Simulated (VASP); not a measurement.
A run of VASP 6.6.1 is set up as follows.

The input INCAR:

```
ALGO = Normal ; EDIFF = 1E-6
ENCUT = 600 ; GGA = LIBXC
GGA_COMPAT = False ; ISIF = 2
ISMEAR = 0 ; LASPH = True
LCHARG = False ; LIBXC1 = GGA_X_PBE_R
LIBXC2 = GGA_C_LYP ; LREAL = False
LWAVE = False ; NBANDS = 28
NELM = 120 ; PREC = Accurate
SIGMA = 0.01
```

The input KPOINTS:

```
k-points
0
Gamma
  3 3 3
```

The input POSCAR:

```
KNbO3
1.0
    3.9960000000      0.0000000000      0.0000000000
    0.0000000000      3.9960000000      0.0000000000
    0.0000000000      0.0000000000      4.0630000000
K Nb O
1 1 3
Direct
    0.0000000000      0.0000000000      0.0180000000
    0.5000000000      0.5000000000      0.5000000000
    0.5000000000      0.5000000000      0.0440000000
    0.5000000000      0.0000000000      0.5400000000
    0.0000000000      0.5000000000      0.5400000000
```

Potentials or basis: VASP PAW PBE potentials, release 64 (K_sv, Nb_sv, O).

Launch:

```sh
$ cat potpaw_PBE.64/K_sv/POTCAR potpaw_PBE.64/Nb_sv/POTCAR potpaw_PBE.64/O/POTCAR > POTCAR
$ mpirun -np 1 vasp_std > vasp.out
```

(1) What does it give for the band gap on the k mesh?

(2) Estimate the largest force.

Answers

(1) 1.99 eV (least direct gap 2.46 eV).

(2) 0.223 eV/Å.

Caveat: the k points lie up to 0.52 Å⁻¹ apart; the PAW data sets were made with another functional, which shifts forces and pressure a little.
